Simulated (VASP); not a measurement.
Here is a VASP 6.6.1 calculation.

INCAR

```
ALGO = Normal
EDIFF = 1E-6
ENCUT = 520
ISIF = 2
ISMEAR = 0
LASPH = True
LCHARG = False
LREAL = Auto
LWAVE = False
NBANDS = 48
NELM = 60
PREC = Accurate
SIGMA = 0.05
```

The input KPOINTS:

```
k-points
0
Gamma
  2 2 2
```

POSCAR

```
Si
1.0
    0.0000000000      5.4300000000      5.4300000000
    5.4300000000      0.0000000000      5.4300000000
    5.4300000000      5.4300000000      0.0000000000
Si
17
Direct
    0.0147014733      0.0141453039     -0.0430913444
    0.1185093002      0.1179485267      0.1175956722
   -0.0024321363     -0.0029936464      0.4954050645
    0.1393365562      0.1387781768      0.5830065378
   -0.0164176796      0.5061570902      0.0040042357
    0.1185094843      0.6458472376      0.1175954880
   -0.0024320442      0.5099202578      0.4954047882
    0.1166667587      0.6254282689      0.6323759669
    0.5067159300     -0.0169785451      0.0040030387
    0.6464034991      0.1179524862      0.1175922652
    0.5104793738     -0.0029906077      0.4954014733
    0.6259895028      0.1161038674      0.6323747698
    0.5067159300      0.5061604972      0.0040026703
    0.6149009208      0.6143403315      0.1563189687
    0.4902108656      0.4896478821      0.5303930018
    0.6259896869      0.6254314917      0.6323744015
    0.2747253223      0.2741680479      1.1768393186
```

Potentials or basis: VASP PAW LDA potentials, release 64 (Si).

Command:

```bash
$ cat potpaw_LDA.64/Si/POTCAR > POTCAR
$ mpirun -np 1 vasp_std > vasp.out
```

**Question.** Estimate the band gap on the k mesh.

**Answer.** Zero (bands 34 and 35 overlap by 0.10 eV).

**Question.** What does it give for the largest force?

**Answer.** 0.590 eV/Å.

**Question.** Predict the pressure.

**Answer.** 1.4 GPa.

Forces on the atoms (eV/Å):
```
Si   0.000  0.000  0.000
Si  -0.017 -0.017  0.048
Si  -0.009 -0.009  0.005
Si   0.012  0.012 -0.012
Si  -0.034  0.011  0.034
Si  -0.048 -0.017  0.017
Si  -0.005 -0.009  0.009
Si  -0.020 -0.014  0.020
Si   0.011 -0.034  0.034
Si  -0.017 -0.048  0.017
Si  -0.009 -0.005  0.009
Si  -0.014 -0.020  0.020
Si  -0.034 -0.034 -0.011
Si  -0.063 -0.063  0.063
Si  -0.071 -0.071  0.071
Si  -0.020 -0.020  0.014
Si   0.341  0.341 -0.341
```

Caveat: the k points lie up to 0.50 Å⁻¹ apart.
